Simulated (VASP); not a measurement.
# GeSe7 (Fm-3m) in VASP: a series of runs

Runs on GeSe7. Level: PBE. Tasks: single point, relaxation of cell and atoms.

All numbers are computed with VASP 6.6.1; they aren't measurements. Logs are shortened: lines on timing, memory, paths and dates and some standing lists are left out, and cuts for length are marked.

### Step 1. The cell of the first run

It takes space group Fm-3m (No. 225, cubic). The conventional cell has a = 8.714 Å, b = 8.714 Å, c = 8.714 Å, α = 90.00°, β = 90.00°, γ = 90.00°. Ge (site symmetry m-3m) has 12 Se at 3.08 Å within 4.1 Å. Se (site symmetry m-3m) has 12 Se at 3.08 Å within 4.1 Å. Se (site symmetry mmm) has 2 Ge at 3.08 Å and 10 Se at 3.08 Å within 4.1 Å.

### Step 2. Single point, PBE

Input file INCAR:

```
PREC     = Accurate       # precision mode
ENCUT    = 520            # plane-wave cutoff, eV
EDIFF    = 1E-7           # SCF threshold, eV
ISMEAR   = 0              # smearing method
SIGMA    = 0.1            # smearing width, eV
LREAL    = False          # projectors in reciprocal space
LASPH    = True           # aspherical terms in the spheres
NELM     = 100            # most SCF steps
ALGO     = Normal         # electronic algorithm
ISIF     = 2              # what is computed and relaxed
LWAVE    = False          # write WAVECAR
LCHARG   = True           # write CHGCAR
GGA      = PE             # functional
LELF     = True           # ELF
LVHAR    = True         
NBANDS   = 38             # bands
```

Input file KPOINTS:

```
Automatic mesh
0
Gamma
  8 8 8
```

Input file POSCAR:

```
GeSe7
1.0
    0.0000000000      4.3571258725      4.3571258725
    4.3571258725      0.0000000000      4.3571258725
    4.3571258725      4.3571258725      0.0000000000
Ge Se
1 7
Direct
    0.0000000000      0.0000000000      0.0000000000
    0.5000000000      0.5000000000      0.5000000000
    0.0000000000      0.0000000000      0.5000000000
    0.5000000000      0.0000000000      0.5000000000
    0.0000000000      0.5000000000      0.5000000000
    0.5000000000      0.5000000000      0.0000000000
    0.0000000000      0.5000000000      0.0000000000
    0.5000000000      0.0000000000      0.0000000000
```

Potentials or basis: VASP PAW PBE potentials, release 64 (Ge_d, Se).

Launch:

```console
$ cat potpaw_PBE.64/Ge_d/POTCAR potpaw_PBE.64/Se/POTCAR > POTCAR
$ mpirun -np 1 vasp_std > vasp.out
```

OUTCAR:

```text
PREC = Accurate
   ENCUT = 520
   EDIFF = 1E-7
   ISMEAR = 0
   LREAL = False
   LASPH = True
   NELM = 100
   ISIF = 2
   GGA = PE

 ion  position               nearest neighbor table
   1  0.000  0.000  0.000-
   2  0.500  0.500  0.500-
   3  0.000  0.000  0.500-
   4  0.500  0.000  0.500-
   5  0.000  0.500  0.500-
   6  0.500  0.500  0.000-
   7  0.000  0.500  0.000-
   8  0.500  0.000  0.000-

  LATTYP: Found a face centered cubic cell.
 ALAT       =     8.7142517450

  Lattice vectors:

 A1 = (   0.0000000000,   4.3571258725,   4.3571258725)
 A2 = (   4.3571258725,   0.0000000000,   4.3571258725)
 A3 = (   4.3571258725,   4.3571258725,   0.0000000000)

Analysis of symmetry for initial positions (statically):
=====================================================================
 Subroutine PRICEL returns:
 Original cell was already a primitive cell.

 Routine SETGRP: Setting up the symmetry group for a
 face centered cubic supercell.

 Subroutine GETGRP returns: Found 48 space group operations
[... 9 lines left out ...]

 Routine SETGRP: Setting up the symmetry group for a
 face centered cubic supercell.

 Subroutine GETGRP returns: Found 48 space group operations
[... 11 lines left out ...]
                                     Primitive cell

  volume of cell :     165.4361

  direct lattice vectors                    reciprocal lattice vectors
     0.000000000  4.357125873  4.357125873    -0.114754546  0.114754546  0.114754546
     4.357125873  0.000000000  4.357125873     0.114754546 -0.114754546  0.114754546
     4.357125873  4.357125873  0.000000000     0.114754546  0.114754546 -0.114754546

  length of vectors
     6.161906502  6.161906502  6.161906502     0.198760704  0.198760704  0.198760704

  position of ions in fractional coordinates (direct lattice)
     0.000000000  0.000000000  0.000000000
     0.500000000  0.500000000  0.500000000
     0.000000000  0.000000000  0.500000000
     0.500000000  0.000000000  0.500000000
     0.000000000  0.500000000  0.500000000
     0.500000000  0.500000000  0.000000000
     0.000000000  0.500000000  0.000000000
     0.500000000  0.000000000  0.000000000

[... 79 lines left out ...]
   LASPH  =      T    aspherical Exc in radial PAW
   ENCUT  =  520.0 eV  38.22 Ry    6.18 a.u.  11.46 11.46 11.46*2*pi/ulx,y,z
   NELM   =    100;   NELMIN=  2; NELMDL= -5     # of ELM steps
   EDIFF  = 0.1E-06   stopping-criterion for ELM
   LREAL  =      F    real-space projection
   EDIFFG = 0.1E-05   stopping-criterion for IOM
   NSW    =      0    number of steps for IOM
   IBRION =     -1    ionic relax: 0-MD 1-quasi-New 2-CG
   NFREE  =      0    steps in history (QN), initial steepest desc. (CG)
   ISIF   =      2    stress and relaxation
   ISYM   =      2    0-nonsym 1-usesym 2-fastsym
   POTIM  = 0.5000    time-step for ionic-motion
   TEBEG  =    0.0;   TEEND  =   0.0 temperature during run
   PSTRESS=    0.0 pullay stress
   NELECT =      56.0000    total number of electrons
   NUPDOWN=      -1.0000    fix difference up-down
   EMIN   =  10.00;   EMAX   =-10.00  energy-range for DOS
   EFERMI =   0.00;   METHOD = LEGACY
   ISMEAR =     0;   SIGMA  =   0.10  broadening in eV -4-tet -1-fermi 0-gaus
   EFERMI_NEDOS =   21; number of points for ismear=-14 and -15
   IALGO  =     38    algorithm
   IMIX   =      4    mixing-type and parameters
     AMIX     =   0.40;   BMIX     =  1.00
     AMIX_MAG =   1.60;   BMIX_MAG =  1.00
  volume/ion in A,a.u.               =      20.68       139.55
  Fermi-wavevector in a.u.,A,eV,Ry     =   1.140935  2.156054 17.711135  1.301732
  Thomas-Fermi vector in A             =   2.277636
   LORBIT       =      0    0 simple, 1 ext, 2 COOP (PROOUT), +10 PAW based schemes
   GGA     = PE    functional components
   LHFCALC =     F    Hartree Fock is set to
   AEXX    =    0.0000 exact exchange contribution
   IVDW    =     0    specifies the selected vdW correction
   LEPSILON=     F    determine dielectric tensor
   LRPA    =     F    only Hartree local field effects (RPA)
 non-spin polarized calculation
 Gauss-broadening in eV      SIGMA  =   0.10
  energy-cutoff  :      520.00
  volume of cell :      165.44
 maximum number of plane-waves:      4520
 NGX is ok and might be reduce to    48
   NGX = 23   NGY = 23   NGZ = 23

 number of electron      55.9999997 magnetization

 Free energy of the ion-electron system (eV)
  ---------------------------------------------------
  ext. energy  EPLUGINS =         0.00000000
  ---------------------------------------------------
  free energy    TOTEN  =       -24.19973978 eV

  energy without entropy =      -24.16951905  energy(sigma->0) =      -24.18462941

 E-fermi :   5.3526     XC(G=0): -10.5546

 val. band max:        5.3123958741   @ k =  -0.2500   0.5000   0.2500
 cond. band min:       5.3559295413   @ k =  -0.3750   0.2500   0.1250
 fundamental gap:      0.0435336671
 Fermi energy:         5.3526169797

 k-point     1 :       0.0000    0.0000    0.0000
  band No.  band energies     occupation
      1     -19.8865      2.00000
      2     -19.8865      2.00000
      3     -19.8865      2.00000
      4     -19.8852      2.00000
      5     -19.8852      2.00000
      6     -10.3651      2.00000
[... 973 lines left out ...]
     37       9.1215      0.00000
     38      12.8185      0.00000

 [... further k-points ...]

------------------------ aborting loop because EDIFF is reached ----------------------------------------

  FORCE on cell =-STRESS in cart. coord.  units (eV):
  Direction    XX          YY          ZZ          XY          YZ          ZX
  --------------------------------------------------------------------------------------
  -------------------------------------------------------------------------------------
  Total       -0.0377047     -0.0377047     -0.0377047      0.0000000      0.0000000      0.0000000
  in kB       -0.3651537     -0.3651537     -0.3651537      0.0000000      0.0000000      0.0000000
  external PRESSURE =      -0.3651537 kB  Pullay stress =       0.0000000 kB

 VOLUME and BASIS-vectors are now :
 -----------------------------------------------------------------------------
  energy-cutoff  :      520.00
  volume of cell :      165.44
      direct lattice vectors                 reciprocal lattice vectors
     0.000000000  4.357125873  4.357125873    -0.114754546  0.114754546  0.114754546
     4.357125873  0.000000000  4.357125873     0.114754546 -0.114754546  0.114754546
     4.357125873  4.357125873  0.000000000     0.114754546  0.114754546 -0.114754546

 POSITION                                       TOTAL-FORCE (eV/Angst)
 -----------------------------------------------------------------------------------
      0.00000      0.00000      0.00000         0.000000     -0.000000     -0.000000
      4.35713      4.35713      4.35713         0.000000      0.000000     -0.000000
      2.17856      2.17856      0.00000         0.000000      0.000000     -0.000000
      2.17856      4.35713      2.17856         0.000000      0.000000      0.000000
      4.35713      2.17856      2.17856        -0.000000     -0.000000     -0.000000
      2.17856      2.17856      4.35713         0.000000     -0.000000      0.000000
      2.17856      0.00000      2.17856         0.000000      0.000000     -0.000000
      0.00000      2.17856      2.17856        -0.000000     -0.000000     -0.000000
 -----------------------------------------------------------------------------------
    total drift:                                0.000000      0.000000     -0.000000

  FREE ENERGIE OF THE ION-ELECTRON SYSTEM (eV)
  ---------------------------------------------------
  free  energy   TOTEN  =       -24.1997397830 eV

  energy  without entropy=      -24.1695190461  energy(sigma->0) =      -24.18462941
```

stdout:

```text
POSCAR found type information on POSCAR GeSe
 POSCAR found :  2 types and       8 ions
 scaLAPACK will be used
 LDA part: xc-table for (Slater+PW92), standard interpolation
 POSCAR, INCAR and KPOINTS ok, starting setup
 FFT: planning ... GRIDC
 FFT: planning ... GRID_SOFT
 FFT: planning ... GRID
 WAVECAR not read
 entering main loop
```

It took 1.9 min on 1 thread of Intel Xeon 6975P-C (Granite Rapids), shared host; peak memory 0.4 GiB.

What came out:

```yaml
Free_energy: -24.1997 eV
Pressure: 0.0 GPa
Band_gap_on_the_k_mesh: zero (band 28 reaches 7.04 eV, above the bottom of band 29 at 4.95 eV)
```

Levels at points of the mesh, in eV from the Fermi level:
```tsv
k point	band 26	band 27	band 28	band 29	band 30	band 31
(0.00, 0.00, 0.00)	-0.31	1.68	1.68	1.68	1.71	1.71
(0.50, 0.00, 0.00)	-1.40	0.17	0.22	0.25	0.25	0.40
(0.50, 0.50, 0.00)	-2.19	-1.67	-0.78	0.36	0.66	0.66
```

### Step 3. Relaxation of cell and atoms, PBE

Input file INCAR:

```
PREC = Accurate ; ENCUT = 600
EDIFF = 1E-6 ; ISMEAR = 0
SIGMA = 0.1 ; LREAL = F
LASPH = T ; NELM = 100
ALGO = Normal ; ISIF = 3
LWAVE = F ; LCHARG = F
GGA = PE ; IBRION = 2
NSW = 100 ; EDIFFG = -0.01
```

KPOINTS is that of step 2.

Edit POSCAR of step 2 so:

```diff
@@ -2,5 +2,5 @@
 1.0
-    0.0000000000      4.3571258725      4.3571258725
-    4.3571258725      0.0000000000      4.3571258725
-    4.3571258725      4.3571258725      0.0000000000
+    0.0000000000      4.3542884716      4.3542884716
+    4.3542884716      0.0000000000      4.3542884716
+    4.3542884716      4.3542884716      0.0000000000
 Ge Se
```

Potentials or basis: VASP PAW PBE potentials, release 64 (Ge_d, Se).

Launch:

```console
$ cat potpaw_PBE.64/Ge_d/POTCAR potpaw_PBE.64/Se/POTCAR > POTCAR
$ mpirun -np 1 vasp_std > vasp.out
```

OUTCAR:

```text
PREC = Accurate
   ENCUT = 600
   EDIFF = 1E-6
   ISMEAR = 0
   LREAL = F
   LASPH = T
   NELM = 100
   ISIF = 3
   GGA = PE
   IBRION = 2
   NSW = 100
   EDIFFG = -0.01

 ion  position               nearest neighbor table
   1  0.000  0.000  0.000-
   2  0.500  0.500  0.500-
   3  0.000  0.000  0.500-
   4  0.500  0.000  0.500-
   5  0.000  0.500  0.500-
   6  0.500  0.500  0.000-
   7  0.000  0.500  0.000-
   8  0.500  0.000  0.000-

  LATTYP: Found a face centered cubic cell.
 ALAT       =     8.7085769432

  Lattice vectors:

 A1 = (   0.0000000000,   4.3542884716,   4.3542884716)
 A2 = (   4.3542884716,   0.0000000000,   4.3542884716)
 A3 = (   4.3542884716,   4.3542884716,   0.0000000000)

Analysis of symmetry for initial positions (statically):
=====================================================================
 Subroutine PRICEL returns:
 Original cell was already a primitive cell.

 Routine SETGRP: Setting up the symmetry group for a
 face centered cubic supercell.

 Subroutine GETGRP returns: Found 48 space group operations
[... 9 lines left out ...]

 Routine SETGRP: Setting up the symmetry group for a
 face centered cubic supercell.

 Subroutine GETGRP returns: Found 48 space group operations
[... 11 lines left out ...]
                                     Primitive cell

  volume of cell :     165.1131

[... 175 lines left out ...]
      2.17714      2.17714      0.00000        -0.000000      0.000000      0.000000
      2.17714      4.35429      2.17714        -0.000000     -0.000000     -0.000000
      4.35429      2.17714      2.17714         0.000000      0.000000     -0.000000
      2.17714      2.17714      4.35429        -0.000000      0.000000      0.000000
      2.17714      0.00000      2.17714        -0.000000      0.000000     -0.000000
      0.00000      2.17714      2.17714        -0.000000      0.000000     -0.000000
 -----------------------------------------------------------------------------------
    total drift:                                0.000000      0.000000      0.000000

  FREE ENERGIE OF THE ION-ELECTRON SYSTEM (eV)
  ---------------------------------------------------
  free  energy   TOTEN  =       -24.1999484585 eV

  energy  without entropy=      -24.1698155356  energy(sigma->0) =      -24.18488200

--------------------------------------- Ionic step        2  -------------------------------------------

 number of electron      55.9999989 magnetization

 Free energy of the ion-electron system (eV)
  ---------------------------------------------------
  ext. energy  EPLUGINS =         0.00000000
  ---------------------------------------------------
  free energy    TOTEN  =       -24.20001442 eV

  energy without entropy =      -24.16980221  energy(sigma->0) =      -24.18490831

 E-fermi :   5.3545     XC(G=0): -10.5553

 val. band max:        5.3142213940   @ k =  -0.2500   0.5000   0.2500
 cond. band min:       5.3577810796   @ k =  -0.3750   0.2500   0.1250
 fundamental gap:      0.0435596856
 Fermi energy:         5.3544898924

 k-point     1 :       0.0000    0.0000    0.0000
  band No.  band energies     occupation
      1     -19.8840      2.00000
      2     -19.8840      2.00000
      3     -19.8840      2.00000
      4     -19.8827      2.00000
      5     -19.8827      2.00000
      6     -10.3646      2.00000
[... 853 lines left out ...]
     32       5.9215      0.00000
     33       6.5992      0.00000

 [... further k-points ...]

------------------------ aborting loop because EDIFF is reached ----------------------------------------

  FORCE on cell =-STRESS in cart. coord.  units (eV):
  Direction    XX          YY          ZZ          XY          YZ          ZX
  --------------------------------------------------------------------------------------
  -------------------------------------------------------------------------------------
  Total       -0.0260312     -0.0260312     -0.0260312     -0.0000000      0.0000000     -0.0000000
  in kB       -0.2521426     -0.2521426     -0.2521426     -0.0000000      0.0000000     -0.0000000
  external PRESSURE =      -0.2521426 kB  Pullay stress =       0.0000000 kB

 VOLUME and BASIS-vectors are now :
 -----------------------------------------------------------------------------
  energy-cutoff  :      600.00
  volume of cell :      165.41
      direct lattice vectors                 reciprocal lattice vectors
    -0.000000000  4.356888380  4.356888380    -0.114760801  0.114760801  0.114760801
     4.356888380  0.000000000  4.356888380     0.114760801 -0.114760801  0.114760801
     4.356888380  4.356888380 -0.000000000     0.114760801  0.114760801 -0.114760801

 POSITION                                       TOTAL-FORCE (eV/Angst)
 -----------------------------------------------------------------------------------
      4.35689      4.35689      8.71378        -0.000000      0.000000      0.000000
      4.35689      4.35689      4.35689         0.000000     -0.000000     -0.000000
      2.17844      2.17844     -0.00000         0.000000      0.000000     -0.000000
      2.17844      4.35689      2.17844         0.000000     -0.000000     -0.000000
      4.35689      6.53533      6.53533         0.000000      0.000000     -0.000000
      6.53533      6.53533      4.35689         0.000000     -0.000000     -0.000000
      2.17844      0.00000      2.17844         0.000000      0.000000     -0.000000
      8.71378      6.53533      6.53533        -0.000000      0.000000     -0.000000
 -----------------------------------------------------------------------------------
    total drift:                                0.000000     -0.000000      0.000000

  FREE ENERGIE OF THE ION-ELECTRON SYSTEM (eV)
  ---------------------------------------------------
  free  energy   TOTEN  =       -24.2000144162 eV

  energy  without entropy=      -24.1698022059  energy(sigma->0) =      -24.18490831

 reached required accuracy - stopping structural energy minimisation
```

Run time: 2.8 min. Hardware: 1 thread of Intel Xeon 6975P-C (Granite Rapids), shared host; peak memory 0.46 GiB.

Results:

* Free energy: -24.2000 eV
* Relaxed volume: 20.68 Å³/atom
* Relaxed cell: a = 6.162 Å, b = 6.162 Å, c = 6.162 Å, α = 60.00°, β = 60.00°, γ = 60.00°
* Space group after relaxing (to 0.05 Å): Fm-3m (No. 225)
* Energy gained by relaxing: 0.0 meV/atom
* Ionic steps: 2
* Pressure after relaxing: 0.0 GPa
* Band gap on the k mesh: zero (band 28 reaches 7.04 eV, above the bottom of band 29 at 4.95 eV)

Final structure:
```
Ge Se
1.0
     0.00000    4.35689    4.35689
     4.35689    0.00000    4.35689
     4.35689    4.35689    0.00000
Ge Se
1 7
Direct
  0.00000 0.00000 0.00000
  0.50000 0.50000 0.50000
  0.00000 0.00000 0.50000
  0.50000 0.00000 0.50000
  0.00000 0.50000 0.50000
  0.50000 0.50000 0.00000
  0.00000 0.50000 0.00000
  0.50000 0.00000 0.00000
```

(Part 1 of 2 ends here.)
